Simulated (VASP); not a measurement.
# CrO2 (C2/m) in VASP: single point with LDA+U

Aim: the single point of CrO2 with LDA+U.

Everything below comes from runs of VASP 6.6.1. Logs are shortened: lines on timing, memory, paths and dates and some standing lists are left out, and cuts for length are marked.

**1. The cell of the first run**

It takes space group C2/m (No. 12, monoclinic). The conventional cell has a = 4.911 Å, b = 3.010 Å, c = 3.463 Å, α = 90.00°, β = 90.04°, γ = 90.00°. Within 2.4 Å of Cr (site symmetry 2/m) lie 6 O at 1.83 to 2.03 Å. Within 2.4 Å of O (site symmetry m) lie 3 Cr at 1.83 to 2.03 Å and 3 O at 2.18 to 2.36 Å.

**2. Single point, LDA+U, collinear spin, ferromagnetic start**

File INCAR:

```
SYSTEM = CrO2
ALGO = Normal
EDIFF = 1E-7
ENCUT = 520
ISIF = 2
ISMEAR = 0
ISPIN = 2
LASPH = .TRUE.
LCHARG = .FALSE.
LDAU = .TRUE.
LDAUJ = 0 0
LDAUL = 2 -1
LDAUPRINT = 1
LDAUTYPE = 2
LDAUU = 4 0
LMAXMIX = 4
LORBIT = 11
LREAL = .FALSE.
LWAVE = .FALSE.
MAGMOM = 2 0 0
NBANDS = 23
NELM = 150
PREC = Accurate
SIGMA = 0.05
```

File KPOINTS:

```
k-points
0
G
  7 7 6
  0 0 0
```

File POSCAR:

```
CrO2
1.0
    2.4554341700     -1.5052299900      0.0000000000
    2.4554341700      1.5052299900      0.0000000000
   -0.0024174100      0.0000000000      3.4626770800
Cr O
1 2
Direct
    0.0000000000      0.0000000000      0.0000000000
    0.6879000000      0.6879000000      0.2889000000
    0.3121000000      0.3121000000      0.7111000000
```

Potentials or basis: VASP PAW LDA potentials, release 64 (Cr_pv, O).

Started as:

```
$ cat potpaw_LDA.64/Cr_pv/POTCAR potpaw_LDA.64/O/POTCAR > POTCAR
$ mpirun -np 1 vasp_std > vasp.out
```

OUTCAR:

```text
SYSTEM = CrO2
   EDIFF = 1E-7
   ENCUT = 520
   ISIF = 2
   ISMEAR = 0
   ISPIN = 2
   LASPH = .TRUE.
   LORBIT = 11
   LREAL = .FALSE.
   NELM = 150
   PREC = Accurate

 ion  position               nearest neighbor table
   1  0.000  0.000  0.000-   2 1.83   3 1.83   2 2.03   2 2.03   3 2.03   3 2.03
   2  0.688  0.688  0.289-   1 1.83   1 2.03   1 2.03
   3  0.312  0.312  0.711-   1 1.83   1 2.03   1 2.03

  LATTYP: Found a base centered monoclinic cell.
 ALAT       =     4.9108683400
 B/A-ratio  =     0.6130198921
 C/A-ratio  =     0.7051050210
 COS(beta)  =    -0.0006981331

  Lattice vectors:

 A1 = (   2.4554341700,  -1.5052299900,   0.0000000000)
 A2 = (   2.4554341700,   1.5052299900,   0.0000000000)
 A3 = (  -0.0024174100,   0.0000000000,   3.4626770800)

Analysis of symmetry for initial positions (statically):
=====================================================================
 Subroutine PRICEL returns:
 Original cell was already a primitive cell.

 Routine SETGRP: Setting up the symmetry group for a
 base centered monoclinic supercell.

 Subroutine GETGRP returns: Found  4 space group operations
 (whereof  4 operations were pure point group operations)
 out of a pool of  4 trial point group operations.

The static configuration has the point symmetry C_2h.

Analysis of symmetry for dynamics (positions and initial velocities):
=====================================================================
 Subroutine PRICEL returns:
 Original cell was already a primitive cell.

 Routine SETGRP: Setting up the symmetry group for a
 base centered monoclinic supercell.

 Subroutine GETGRP returns: Found  4 space group operations
 (whereof  4 operations were pure point group operations)
 out of a pool of  4 trial point group operations.

The dynamic configuration has the point symmetry C_2h.

Analysis of structural, dynamic, and magnetic symmetry:
=====================================================================
 Subroutine PRICEL returns:
 Original cell was already a primitive cell.

 Routine SETGRP: Setting up the symmetry group for a
 base centered monoclinic supercell.

 Subroutine GETGRP returns: Found  4 space group operations
 (whereof  4 operations were pure point group operations)
 out of a pool of  4 trial point group operations.

The overall configuration has the point symmetry C_2h.

 Subroutine INISYM returns: Found  4 space group operations
 (whereof  4 operations are pure point group operations),
 and found     1 'primitive' translations

----------------------------------------------------------------------------------------

                                     Primitive cell

  volume of cell :      25.5961

  direct lattice vectors                    reciprocal lattice vectors
     2.455434170 -1.505229990  0.000000000     0.203629976 -0.332175152  0.000142161
     2.455434170  1.505229990  0.000000000     0.203629976  0.332175152  0.000142161
    -0.002417410  0.000000000  3.462677080     0.000000000  0.000000000  0.288793895

  length of vectors
     2.880082340  2.880082340  3.462677924     0.389622277  0.389622277  0.288793895

  position of ions in fractional coordinates (direct lattice)
     0.000000000  0.000000000  0.000000000
     0.687900000  0.687900000  0.288900000
     0.312100000  0.312100000  0.711100000

  ion indices of the primitive-cell ions
   primitive index   ion index
                 1           1
                 2           2
                 3           3

----------------------------------------------------------------------------------------

[... 73 lines left out ...]
   IBRION =     -1    ionic relax: 0-MD 1-quasi-New 2-CG
   NFREE  =      0    steps in history (QN), initial steepest desc. (CG)
   ISIF   =      2    stress and relaxation
   ISYM   =      2    0-nonsym 1-usesym 2-fastsym
   POTIM  = 0.5000    time-step for ionic-motion
   TEBEG  =    0.0;   TEEND  =   0.0 temperature during run
   PSTRESS=    0.0 pullay stress
   NELECT =      24.0000    total number of electrons
   NUPDOWN=      -1.0000    fix difference up-down
   EMIN   =  10.00;   EMAX   =-10.00  energy-range for DOS
   EFERMI =   0.00;   METHOD = LEGACY
   ISMEAR =     0;   SIGMA  =   0.05  broadening in eV -4-tet -1-fermi 0-gaus
   EFERMI_NEDOS =   21; number of points for ismear=-14 and -15
   IALGO  =     38    algorithm
   IMIX   =      4    mixing-type and parameters
     AMIX     =   0.40;   BMIX     =  1.00
     AMIX_MAG =   1.60;   BMIX_MAG =  1.00
  volume/ion in A,a.u.               =       8.53        57.58
  Fermi-wavevector in a.u.,A,eV,Ry     =   1.602338  3.027980 34.932793  2.567488
  Thomas-Fermi vector in A             =   2.699175
   LORBIT       =     11    0 simple, 1 ext, 2 COOP (PROOUT), +10 PAW based schemes
 LDA+U is selected, type is set to LDAUTYPE =  2
   angular momentum for each species LDAUL =     2   -1
   U (eV)           for each species LDAUU =   4.0  0.0
   J (eV)           for each species LDAUJ =   0.0  0.0
   GGA     = CA    functional components
   LHFCALC =     F    Hartree Fock is set to
   AEXX    =    0.0000 exact exchange contribution
   IVDW    =     0    specifies the selected vdW correction
   LEPSILON=     F    determine dielectric tensor
   LRPA    =     F    only Hartree local field effects (RPA)
 spin polarized calculation
 Gauss-broadening in eV      SIGMA  =   0.05
  energy-cutoff  :      520.00
  volume of cell :       25.60
 maximum number of plane-waves:       703
 NGX is ok and might be reduce to    24
   NGX = 11   NGY = 11   NGZ = 13

atom =   1  type =  1  l = 2

 onsite density matrix

spin component  1

  0.7214 -0.2590  0.0000  0.0000  0.0000
 -0.2590  0.6408  0.0000  0.0000  0.0000
  0.0000  0.0000  0.6028  0.1876  0.1675
  0.0000  0.0000  0.1876  0.5894  0.1267
  0.0000  0.0000  0.1675  0.1267  0.6417

spin component  2

  0.1732  0.0758  0.0000  0.0000  0.0000
  0.0758  0.1702  0.0000  0.0000  0.0000
  0.0000  0.0000  0.0904 -0.0192 -0.0246
  0.0000  0.0000 -0.0192  0.2541 -0.1374
  0.0000  0.0000 -0.0246 -0.1374  0.1898

 occupancies and eigenvectors

  o =  0.0541  v =  0.0000  0.0000  0.0000  0.0000  0.0000  0.0000  0.0000  0.6515  0.4709  0.5948      0.0000  0.0000  0.0000  0.0000  0.0000  0.0000  0.0000  0.0000  0.0000  0.0000
  o =  0.0959  v =  0.0000  0.0000  0.0000  0.0000  0.0000  0.6999 -0.7142  0.0000  0.0000  0.0000      0.0000  0.0000  0.0000  0.0000  0.0000  0.0000  0.0000  0.0000  0.0000  0.0000
  o =  0.1171  v =  0.0000  0.0000  0.0000  0.0000  0.0000  0.0000  0.0000  0.7587 -0.4054 -0.5100      0.0000  0.0000  0.0000  0.0000  0.0000  0.0000  0.0000  0.0000  0.0000  0.0000
  o =  0.2475  v =  0.0000  0.0000  0.0000  0.0000  0.0000 -0.7142 -0.6999  0.0000  0.0000  0.0000      0.0000  0.0000  0.0000  0.0000  0.0000  0.0000  0.0000  0.0000  0.0000  0.0000
  o =  0.3631  v =  0.0000  0.0000  0.0000  0.0000  0.0000  0.0000  0.0000 -0.0010 -0.7835  0.6214      0.0000  0.0000  0.0000  0.0000  0.0000  0.0000  0.0000  0.0000  0.0000  0.0000
  o =  0.4034  v =  0.0000  0.0000 -0.7543  0.6262  0.1972  0.0000  0.0000  0.0000  0.0000  0.0000      0.0000  0.0000  0.0000  0.0000  0.0000  0.0000  0.0000  0.0000  0.0000  0.0000
  o =  0.4190  v = -0.6505 -0.7595  0.0000  0.0000  0.0000  0.0000  0.0000  0.0000  0.0000  0.0000      0.0000  0.0000  0.0000  0.0000  0.0000  0.0000  0.0000  0.0000  0.0000  0.0000
  o =  0.4971  v =  0.0000  0.0000 -0.2577 -0.5586  0.7884  0.0000  0.0000  0.0000  0.0000  0.0000      0.0000  0.0000  0.0000  0.0000  0.0000  0.0000  0.0000  0.0000  0.0000  0.0000
  o =  0.9334  v =  0.0000  0.0000 -0.6038 -0.5439 -0.5827  0.0000  0.0000  0.0000  0.0000  0.0000      0.0000  0.0000  0.0000  0.0000  0.0000  0.0000  0.0000  0.0000  0.0000  0.0000
  o =  0.9432  v = -0.7595  0.6505  0.0000  0.0000  0.0000  0.0000  0.0000  0.0000  0.0000  0.0000      0.0000  0.0000  0.0000  0.0000  0.0000  0.0000  0.0000  0.0000  0.0000  0.0000

 number of electron      23.9999997 magnetization       2.0067178

 Free energy of the ion-electron system (eV)
  ---------------------------------------------------
  ext. energy  EPLUGINS =         0.00000000
  ---------------------------------------------------
  free energy    TOTEN  =       -22.58175222 eV

  energy without entropy =      -22.58104223  energy(sigma->0) =      -22.58139722

 E-fermi :   6.7093     XC(G=0): -13.2662

 val. band max:        6.6524552834   @ k =  -0.4286   0.0000   0.3333
 cond. band min:       6.7098923362   @ k =  -0.1429   0.4286   0.3333
 fundamental gap:      0.0574370529
 Fermi energy:         6.7092554050

 spin component 1

 k-point     1 :       0.0000    0.0000    0.0000
  band No.  band energies     occupation
      1     -37.6188      1.00000
      2     -37.5435      1.00000
      3     -37.2313      1.00000
      4     -13.1238      1.00000
      5      -8.9808      1.00000
      6      -0.2060      1.00000
[... 1241 lines left out ...]
     22      27.1607      0.00000
     23      30.7792      0.00000

 [... further k-points ...]

------------------------ aborting loop because EDIFF is reached ----------------------------------------

  FORCE on cell =-STRESS in cart. coord.  units (eV):
  Direction    XX          YY          ZZ          XY          YZ          ZX
  --------------------------------------------------------------------------------------
  -------------------------------------------------------------------------------------
  Total        0.7771931     -0.1244205      3.7485123      0.0000000      0.0000000     -2.3957834
  in kB       48.6481529     -7.7880597    234.6369324      0.0000000      0.0000000   -149.9633001
  external PRESSURE =      91.8323419 kB  Pullay stress =       0.0000000 kB

 VOLUME and BASIS-vectors are now :
 -----------------------------------------------------------------------------
  energy-cutoff  :      520.00
  volume of cell :       25.60
      direct lattice vectors                 reciprocal lattice vectors
     2.455434170 -1.505229990  0.000000000     0.203629976 -0.332175152  0.000142161
     2.455434170  1.505229990  0.000000000     0.203629976  0.332175152  0.000142161
    -0.002417410  0.000000000  3.462677080     0.000000000  0.000000000  0.288793895

 POSITION                                       TOTAL-FORCE (eV/Angst)
 -----------------------------------------------------------------------------------
      0.00000      0.00000      0.00000        -0.000000      0.000000      0.000000
      3.37749      0.00000      1.00037        -1.242229     -0.000000     -3.172047
      1.53096      0.00000      2.46231         1.242229     -0.000000      3.172047
 -----------------------------------------------------------------------------------
    total drift:                                0.000000      0.000000      0.000000

  FREE ENERGIE OF THE ION-ELECTRON SYSTEM (eV)
  ---------------------------------------------------
  free  energy   TOTEN  =       -22.5817522183 eV

  energy  without entropy=      -22.5810422263  energy(sigma->0) =      -22.58139722

 total charge

# of ion       s       p       d       tot
------------------------------------------
    1        0.353   6.440   4.038  10.831
    2        1.584   3.399   0.000   4.983
    3        1.584   3.399   0.000   4.983
--------------------------------------------------
tot          3.521  13.239   4.038  20.797

 magnetization (x)

# of ion       s       p       d       tot
------------------------------------------
    1        0.034   0.014   2.315   2.363
    2       -0.006  -0.182   0.000  -0.189
    3       -0.006  -0.182   0.000  -0.189
--------------------------------------------------
tot          0.022  -0.351   2.315   1.986
```

Run time: 2.8 min. Hardware: 1 thread of Intel Xeon Platinum 8259CL at 2.50GHz (Skylake/Cascade Lake), shared host; peak memory 0.2 GiB.

What came out:

* Free energy: -22.5818 eV
* Pressure: 9.2 GPa
* Largest force: 3.407 eV/Å
* Band gap on the k mesh: zero (filled and empty bands overlap)
* Net moment: 2.01 μB per cell
* Site moments: Cr +2.36; O -0.19 μB
* Valence electrons inside the program's atomic spheres: Cr 10.83; O 4.98

Forces in eV/Å, atoms in the order of the input:
```
Cr   0.000  0.000  0.000
O   -1.242  0.000 -3.172
O    1.242  0.000  3.172
```

Stress tensor (GPa, compression positive):
```
  4.86   0.00 -15.00
  0.00  -0.78   0.00
-15.00   0.00  23.46
```

Eigenvalues of the final occupation matrices:
| site | spin | trace | eigenvalues |
| --- | --- | --- | --- |
| site 1 d | 1 | 3.20 | 0.40 0.42 0.50 0.93 0.94 |
| site 1 d | 2 | 0.88 | 0.05 0.10 0.12 0.25 0.36 |

Caveat: the cell stands under pressure; a cell with one magnetic atom can't hold antiferromagnetic order, which such compounds often take; forces of over 1 eV/Å act on the atoms, so gaps and moduli don't describe the material at rest.
